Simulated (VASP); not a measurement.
# Ta (P6_3/mmc) in VASP: further runs, part 2 of 2

VASP 6.6.1. The steps go on from the part before.

## 4. Single point, HSE06

This run uses another cell than the first one, of 19.95 Å³/atom.

File POSCAR:

```
Ta
1.0
    2.9572565550      0.0000000000      0.0000000000
   -1.4786282775      2.5610593022      0.0000000000
    0.0000000000      0.0000000000      5.2675992145
Ta
2
Direct
    0.3333333333      0.6666666667      0.2500000000
    0.6666666667      0.3333333333      0.7500000000
```

File INCAR.step1:

```
  PREC = Accurate
  ENCUT = 520
  EDIFF = 1E-5
  ISMEAR = -1
  SIGMA = 0.05
  LREAL = F
  LASPH = T
  NELM = 100
  ALGO = Normal
  ISIF = 2
  LWAVE = T
  LCHARG = F
  GGA = PE
  NBANDS = 18
```

File INCAR.step2:

```
  PREC = Accurate
  ENCUT = 520
  EDIFF = 1E-6
  ISMEAR = -1
  SIGMA = 0.05
  LREAL = F
  LASPH = T
  NELM = 100
  ALGO = Normal
  ISIF = 2
  LWAVE = F
  LCHARG = F
  GGA = PE
  LHFCALC = T
  HFSCREEN = 0.2079
  PRECFOCK = Normal
  ISTART = 1
  NBANDS = 18
```

File KPOINTS:

```
regular mesh
0
Gamma
  6 6 4
```

Potentials or basis: VASP PAW PBE potentials, release 64 (Ta_pv).

Command:

```console
cat potpaw_PBE.64/Ta_pv/POTCAR > POTCAR
cp INCAR.step1 INCAR
mpirun -np 1 vasp_std > vasp.out
cp INCAR.step2 INCAR
mpirun -np 1 vasp_std > vasp.out
```

OUTCAR:

```text
PREC = Accurate
   ENCUT = 520
   EDIFF = 1E-6
   ISMEAR = -1
   LREAL = F
   LASPH = T
   NELM = 100
   ISIF = 2
   GGA = PE
   LHFCALC = T
   HFSCREEN = 0.2079
   PRECFOCK = Normal
   ISTART = 1

 ion  position               nearest neighbor table
   1  0.333  0.667  0.250-   2 3.14   2 3.14   2 3.14   2 3.14   2 3.14   2 3.14
   2  0.667  0.333  0.750-   1 3.14   1 3.14   1 3.14   1 3.14   1 3.14   1 3.14

  LATTYP: Found a hexagonal cell.
 ALAT       =     2.9572565550
 C/A-ratio  =     1.7812452577

  Lattice vectors:

 A1 = (   2.9572565550,   0.0000000000,   0.0000000000)
 A2 = (  -1.4786282775,   2.5610593022,   0.0000000000)
 A3 = (   0.0000000000,   0.0000000000,   5.2675992145)

Analysis of symmetry for initial positions (statically):
=====================================================================
 Subroutine PRICEL returns:
 Original cell was already a primitive cell.

[... 169 lines left out ...]
  ext. energy  EPLUGINS =         0.00000000
  ---------------------------------------------------
  free energy    TOTEN  =       -26.17443332 eV

  energy without entropy =      -26.15029472  energy(sigma->0) =      -26.16236402

 E-fermi :   4.8830     XC(G=0):  -9.9105

 val. band max:        4.8245781683   @ k =   0.3333  -0.0000   0.0000
 cond. band min:       5.0084220371   @ k =   0.3333   0.1667   0.2500
 fundamental gap:      0.1838438687
 Fermi energy:         4.8829526059

 k-point     1 :       0.0000    0.0000    0.0000
  band No.  band energies     occupation
      1     -32.1872      2.00000
      2     -31.4020      2.00000
      3     -31.3282      2.00000
      4     -31.3282      2.00000
      5     -31.2582      2.00000
      6     -31.2582      2.00000
[... 418 lines left out ...]
      5     -31.5262      2.00000
      6     -31.5262      2.00000
[... 10 lines left out ...]
     17      14.5780      0.00000
     18      14.6077      0.00000

------------------------ aborting loop because EDIFF is reached ----------------------------------------

  FORCE on cell =-STRESS in cart. coord.  units (eV):
  Direction    XX          YY          ZZ          XY          YZ          ZX
  --------------------------------------------------------------------------------------
  -------------------------------------------------------------------------------------
  Total       -3.2496277     -3.2496277     -3.4821734      0.0000000     -0.0000000      0.0000000
  in kB     -130.5037015   -130.5037015   -139.8426399      0.0000000     -0.0000000      0.0000000
  external PRESSURE =    -133.6166810 kB  Pullay stress =       0.0000000 kB

 VOLUME and BASIS-vectors are now :
 -----------------------------------------------------------------------------
  energy-cutoff  :      520.00
  volume of cell :       39.90
      direct lattice vectors                 reciprocal lattice vectors
     2.957256555  0.000000000  0.000000000     0.338151250  0.195231715  0.000000000
    -1.478628277  2.561059302  0.000000000     0.000000000  0.390463430  0.000000000
     0.000000000  0.000000000  5.267599214     0.000000000  0.000000000  0.189839804

 POSITION                                       TOTAL-FORCE (eV/Angst)
 -----------------------------------------------------------------------------------
     -0.00000      1.70737      1.31690        -0.000000      0.000000     -0.000000
      1.47863      0.85369      3.95070         0.000000     -0.000000      0.000000
 -----------------------------------------------------------------------------------
    total drift:                               -0.000000      0.000000      0.000000

  FREE ENERGIE OF THE ION-ELECTRON SYSTEM (eV)
  ---------------------------------------------------
  free  energy   TOTEN  =       -26.1744333208 eV

  energy  without entropy=      -26.1502947181  energy(sigma->0) =      -26.16236402
```

OUTCAR.step1:

```text
PREC = Accurate
   ENCUT = 520
   EDIFF = 1E-5
   ISMEAR = -1
   LREAL = F
[... 660 lines left out ...]
     -0.00000      1.70737      1.31690        -0.000000     -0.000000      0.000000
      1.47863      0.85369      3.95070         0.000000      0.000000      0.000000
 -----------------------------------------------------------------------------------
    total drift:                               -0.000000      0.000000     -0.000000

  FREE ENERGIE OF THE ION-ELECTRON SYSTEM (eV)
  ---------------------------------------------------
  free  energy   TOTEN  =       -22.9441160065 eV

  energy  without entropy=      -22.9146726541  energy(sigma->0) =      -22.92939433
```

OSZICAR.step1:

```text
N       E                     dE             d eps       ncg     rms          rms(c)
DAV:   1     0.169384686707E+03    0.16938E+03   -0.12583E+04   756   0.125E+03
DAV:   2    -0.197538013799E+02   -0.18914E+03   -0.18599E+03   956   0.353E+02
DAV:   3    -0.239300122218E+02   -0.41762E+01   -0.41411E+01   872   0.492E+01
DAV:   4    -0.239608576337E+02   -0.30845E-01   -0.30820E-01   890   0.457E+00
DAV:   5    -0.239610744870E+02   -0.21685E-03   -0.21685E-03   846   0.373E-01    0.159E+01
DAV:   6    -0.231749784968E+02    0.78610E+00   -0.91010E-01   840   0.812E+00    0.743E+00
DAV:   7    -0.229467253544E+02    0.22825E+00   -0.72182E-01   876   0.681E+00    0.537E-01
DAV:   8    -0.229441697301E+02    0.25556E-02   -0.10742E-02   852   0.861E-01    0.150E-01
DAV:   9    -0.229441277316E+02    0.41998E-04   -0.41358E-04   884   0.167E-01    0.521E-02
DAV:  10    -0.229441177207E+02    0.10011E-04   -0.35853E-05   748   0.429E-02    0.666E-03
DAV:  11    -0.229441160065E+02    0.17143E-05   -0.25564E-06   394   0.128E-02
   1 F= -.22944116E+02 E0= -.22929394E+02  d E =-.294434E-01
```

Run time: 1.7 h. Hardware: 1 thread of AMD EPYC 7R13, shared host; peak memory 0.25 GiB.

Results:

```
Free energy            : -26.1744 eV
Pressure               : -13.4 GPa
Band gap on the k mesh : zero (bands 11 and 12 overlap by 2.22 eV)
```

Stress tensor (GPa, compression positive):
```
-13.05   0.00   0.00
  0.00 -13.05   0.00
  0.00   0.00 -13.98
```

Caveat: the k points lie up to 0.41 Å⁻¹ apart, too coarse for converged energies and pressures of a metal; the PAW data sets were made with another functional, which shifts forces and pressure a little; spin-orbit coupling is left out, which moves the levels of the heavy elements.

## 5. Single point, B3LYP

File POSCAR:

```
Ta
1.0
    2.9003720726      0.0000000000      0.0000000000
   -1.4501860363      2.5117958953      0.0000000000
    0.0000000000      0.0000000000      5.1662740000
Ta
2
Direct
    0.3333333333      0.6666666667      0.2500000000
    0.6666666667      0.3333333333      0.7500000000
```

File INCAR.step1:

```
SYSTEM = Ta
PREC     = Accurate       ! precision mode
ENCUT    = 520            ! plane-wave cutoff, eV
EDIFF    = 1E-5           ! SCF threshold, eV
ISMEAR   = -1             ! smearing method
SIGMA    = 0.05           ! smearing width, eV
LREAL    = .False.        ! projectors in reciprocal space
LASPH    = .True.         ! aspherical terms in the spheres
NELM     = 60             ! most SCF steps
ALGO     = Normal         ! electronic algorithm
ISIF     = 2              ! what is computed and relaxed
LWAVE    = .True.         ! write WAVECAR
GGA      = PE             ! functional
NBANDS   = 18             ! bands
```

File INCAR.step2:

```
SYSTEM = Ta
PREC     = Accurate       ! precision mode
ENCUT    = 520            ! plane-wave cutoff, eV
EDIFF    = 1E-6           ! SCF threshold, eV
ISMEAR   = -1             ! smearing method
SIGMA    = 0.05           ! smearing width, eV
LREAL    = .False.        ! projectors in reciprocal space
LASPH    = .True.         ! aspherical terms in the spheres
NELM     = 60             ! most SCF steps
ALGO     = Normal         ! electronic algorithm
ISIF     = 2              ! what is computed and relaxed
LWAVE    = .False.        ! write WAVECAR
LCHARG   = .True.         ! write CHGCAR
GGA      = B3             ! functional
LHFCALC  = .True.         ! exact exchange
AEXX     = 0.2            ! exact-exchange fraction
AGGAX    = 0.72         
AGGAC    = 0.81         
ALDAC    = 0.19         
PRECFOCK = Normal       
LELF     = .True.         ! ELF
LVHAR    = .True.       
ISTART   = 1            
NBANDS   = 18             ! bands
```

File KPOINTS:

```
Automatic mesh
0
Gamma
  6 6 3
  0 0 0
```

Command:

```console
cat potpaw_PBE.64/Ta_pv/POTCAR > POTCAR
cp INCAR.step1 INCAR
mpirun -np 1 vasp_std > vasp.out
cp INCAR.step2 INCAR
mpirun -np 1 vasp_std > vasp.out
```

It took 35 min on 1 thread of Intel Xeon 8259CL, shared host; peak memory 0.17 GiB.

The run converged. Its results:

| Property | Result |
| --- | --- |
| Free energy | -24.8428 eV |
| Pressure | 1.0 GPa |
| Band gap on the k mesh | zero (bands 11 and 12 overlap by 2.08 eV) |

Stress tensor (GPa, compression positive):
```
0.73 0.00 0.00
0.00 0.73 0.00
0.00 0.00 1.54
```

Levels at points of the mesh, in eV from the Fermi level:
```
           k point  band 8  band 9  band 10  band 11  band 12  band 13  band 14  band 15
(0.00, 0.00, 0.00)   -5.78   -0.94    -0.44     1.13     1.13     1.83     1.83     3.87
(0.50, 0.00, 0.00)   -4.62   -3.90    -0.78    -0.52     0.88     1.59     6.50     7.32
```

Caveat: the k points lie up to 0.42 Å⁻¹ apart, too coarse for converged energies and pressures of a metal; the PAW data sets were made with another functional, which shifts forces and pressure a little; spin-orbit coupling is left out, which moves the levels of the heavy elements.

## 6. Single point, PBEsol-based screened hybrid with 25 % exact exchange

This run uses another cell than the first one, of 18.07 Å³/atom.

File POSCAR:

```
Ta
1.0
    2.8637916544      0.0000000000      0.0000000000
   -1.4318958272      2.4801163239      0.0000000000
    0.0000000000      0.0000000000      5.0882980319
Ta
2
Direct
    0.3333333333      0.6666666667      0.2500000000
    0.6666666667      0.3333333333      0.7500000000
```

File INCAR.step1:

```
SYSTEM = Ta
PREC     = Accurate       ! precision mode
ENCUT    = 520            ! plane-wave cutoff, eV
EDIFF    = 1E-5           ! SCF threshold, eV
ISMEAR   = -1             ! smearing method
SIGMA    = 0.05           ! smearing width, eV
LREAL    = .FALSE.        ! projectors in reciprocal space
LASPH    = .TRUE.         ! aspherical terms in the spheres
NELM     = 60             ! most SCF steps
ALGO     = Normal         ! electronic algorithm
ISIF     = 2              ! what is computed and relaxed
LWAVE    = .TRUE.         ! write WAVECAR
LCHARG   = .FALSE.        ! write CHGCAR
NBANDS   = 18             ! bands
GGA      = PE             ! functional
```

File INCAR.step2:

```
SYSTEM = Ta
PREC     = Accurate       ! precision mode
ENCUT    = 520            ! plane-wave cutoff, eV
EDIFF    = 1E-6           ! SCF threshold, eV
ISMEAR   = -1             ! smearing method
SIGMA    = 0.05           ! smearing width, eV
LREAL    = .FALSE.        ! projectors in reciprocal space
LASPH    = .TRUE.         ! aspherical terms in the spheres
NELM     = 60             ! most SCF steps
ALGO     = Normal         ! electronic algorithm
ISIF     = 2              ! what is computed and relaxed
LWAVE    = .FALSE.        ! write WAVECAR
LCHARG   = .FALSE.        ! write CHGCAR
GGA      = PS             ! functional
LHFCALC  = .TRUE.         ! exact exchange
AEXX     = 0.25           ! exact-exchange fraction
HFSCREEN = 0.207          ! screening, 1/A
PRECFOCK = Normal       
NBANDS   = 18             ! bands
ISTART   = 1
```

File KPOINTS:

```
regular mesh
0
G
  6 6 3
  0 0 0
```

Potentials or basis: VASP PAW PBE potentials, release 64 (Ta_pv).

Command:

```console
cat potpaw_PBE.64/Ta_pv/POTCAR > POTCAR
cp INCAR.step1 INCAR
mpirun -np 1 vasp_std > vasp.out
cp INCAR.step2 INCAR
mpirun -np 1 vasp_std > vasp.out
```

It took 49 min on 1 thread of Intel Xeon 8259CL, shared host; peak memory 0.23 GiB.

It converged, with:

```
Free energy            : -27.3306 eV
Pressure               : -1.2 GPa
Band gap on the k mesh : zero (bands 11 and 12 overlap by 1.74 eV)
```

Stress tensor (GPa, compression positive):
```
-1.27  0.00  0.00
 0.00 -1.27  0.00
 0.00  0.00 -0.95
```

Levels at points of the mesh, in eV from the Fermi level:
```
           k point  band 8  band 9  band 10  band 11  band 12  band 13  band 14  band 15
(0.00, 0.00, 0.00)   -5.89   -0.76    -0.44     0.87     0.87     1.62     1.62     3.79
(0.50, 0.00, 0.00)   -4.73   -4.05    -0.75    -0.41     0.64     1.31     6.69     7.53
```

Caveat: the k points lie up to 0.42 Å⁻¹ apart, too coarse for converged energies and pressures of a metal; the PAW data sets were made with another functional, which shifts forces and pressure a little; spin-orbit coupling is left out, which moves the levels of the heavy elements.

## 7. Summary

```tsv
level	potentials or basis	spin	cell	k mesh	cutoff (eV)	grid for exact exchange (PRECFOCK)	share of exact exchange	screening parameter	gap on the mesh (eV)	pressure (GPa)
PBEsol	VASP PAW PBE potentials, release 64 (Ta_sv_GW)	non-collinear, zero start, SOC	a = 2.900, b = 2.900, c = 5.166 Å, angles 90.0, 90.0, 120.0°, 2 atoms	11 × 11 × 5	500	-	-	-	-	-8.7
PBEsol-based global hybrid with 25 % exact exchange	VASP PAW PBE potentials, release 64 (Ta_sv_GW)	off	a = 2.900, b = 2.900, c = 5.166 Å, angles 90.0, 90.0, 120.0°, 2 atoms	6 × 6 × 3	400	Normal	0.25	-	none	-13.0
HSE06	VASP PAW PBE potentials, release 64 (Ta_pv)	off	a = 2.957, b = 2.957, c = 5.268 Å, angles 90.0, 90.0, 120.0°, 2 atoms	6 × 6 × 4	520	Normal	0.25	0.2079 1/Å	none	-13.4
B3LYP	VASP PAW PBE potentials, release 64 (Ta_pv)	off	a = 2.900, b = 2.900, c = 5.166 Å, angles 90.0, 90.0, 120.0°, 2 atoms	6 × 6 × 3	520	Normal	0.2	-	none	1.0
PBEsol-based screened hybrid with 25 % exact exchange	VASP PAW PBE potentials, release 64 (Ta_pv)	off	a = 2.864, b = 2.864, c = 5.088 Å, angles 90.0, 90.0, 120.0°, 2 atoms	6 × 6 × 3	520	Normal	0.25	0.207 1/Å	none	-1.2
```

Alike in all rows: task single point; smearing fermi-dirac 0.05 eV.

Caveats: some runs use coarse meshes; the PAW data sets were made with another functional, which shifts forces and pressure a little; spin-orbit coupling is left out, which moves the levels of the heavy elements (at least some runs); the cell stands under tension (at least some runs).

Absolute energies hang on the potentials; compare differences alone.

The gap in the log of VASP goes by the Fermi energy; the results here count the filled bands.